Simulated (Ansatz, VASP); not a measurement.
# One calculation of Ta5F2, two programs

File INCAR:

```
SYSTEM = Ta5F2
PREC = Accurate
ENCUT = 520
EDIFF = 1E-6
ISMEAR = 0
SIGMA = 0.1
LREAL = .FALSE.
LASPH = .TRUE.
NELM = 80
ALGO = Normal
ISIF = 2
LWAVE = .FALSE.
LCHARG = .FALSE.
GGA = PE
NBANDS = 44
```

The input KPOINTS:

```
Automatic mesh
0
G
  12 12 2
  0 0 0
```

The input POSCAR:

```
Ta5F2
1.0
    2.9347561072      0.0000000000      0.0000000000
   -1.4673780536      2.5415733428      0.0000000000
    0.0000000000      0.0000000000     16.1178167144
Ta F
5 2
Direct
    0.0000000000      0.0000000000      0.0000000000
    0.3333333333      0.6666666667      0.1557494480
    0.6666666667      0.3333333333      0.8442505520
    0.3333333333      0.6666666667      0.6886573595
    0.6666666667      0.3333333333      0.3113426405
    0.6666666667      0.3333333333      0.5986452846
    0.3333333333      0.6666666667      0.4013547154
```

Input for Ansatz:

```yaml
crystal:
  lattice:
    - [2.9347561072, 0.0, 0.0]
    - [-1.4673780536, 2.5415733428, 0.0]
    - [0.0, 0.0, 16.1178167144]
  atoms:
    - { symbol: Ta, position: [0.0, 0.0, 0.0] }
    - { symbol: Ta, position: [0.3333333333, 0.6666666667, 0.155749448] }
    - { symbol: Ta, position: [0.6666666667, 0.3333333333, 0.844250552] }
    - { symbol: Ta, position: [0.3333333333, 0.6666666667, 0.6886573595] }
    - { symbol: Ta, position: [0.6666666667, 0.3333333333, 0.3113426405] }
    - { symbol: F, position: [0.6666666667, 0.3333333333, 0.5986452846] }
    - { symbol: F, position: [0.3333333333, 0.6666666667, 0.4013547154] }
basis:
  ecutwfc: 420
kpoints:
  mp_grid: { grid: [12, 12, 2] }
  band_path:
    path:
      - [[0.0, 0.0, 0.0], [0.5, 0.0, 0.0], [0.33333333, 0.33333333, 0.0], [0.0, 0.0, 0.0], [0.0, 0.0, 0.5], [0.5, 0.0, 0.5], [0.33333333, 0.33333333, 0.5], [0.0, 0.0, 0.5]]
      - [[0.5, 0.0, 0.5], [0.5, 0.0, 0.0]]
      - [[0.33333333, 0.33333333, 0.5], [0.33333333, 0.33333333, 0.0]]
    npoints: 14
hamiltonian:
  xc: pbe
scf:
  occupations: { method: gaussian, width: 0.1 }
  n_extra_bands: 17
output:
  forces: true
  stress: true
  eigenvalues: true
  populations: true
  dos: { projected: true, de: 0.02, nscf_kmesh: { grid: [15, 15, 3] } }
  bader: true
  write_density: true
  write_potential: true
  elf: true
  volumetric_format: npy
```

Alike in both runs: task single point; functional PBE; k mesh 12 × 12 × 2; occupations gaussian, width 0.1 eV; no spin polarisation.

```csv
,VASP,Ansatz
version,VASP 6.6.1,Ansatz 0.2.0
potentials or method,"VASP PAW PBE potentials, release 64 (Ta_pv, F), cutoff 520 eV","scalar-relativistic, plane waves, PAW"
valence electrons in the cell,69,79
```

|  | VASP | Ansatz | Ansatz less VASP |
| --- | --- | --- | --- |
| gap on the k mesh at the Fermi level (eV) | none | none | - |
| pressure (GPa) | 0.1 | 0.0 | -0.09 |
| rms of the force components (eV/Å) | 0.017 | 0.000 | -0.0174 |

Atom by atom the forces differ by 0.018 eV/Å (rms over components). A gap of «none» marks a metal or a gap that the smearing closes. VASP's potentials hold 69 valence electrons a cell and Ansatz's 79, so a difference there can come from the potentials and not from the codes.

Neither program's run includes spin-orbit coupling.
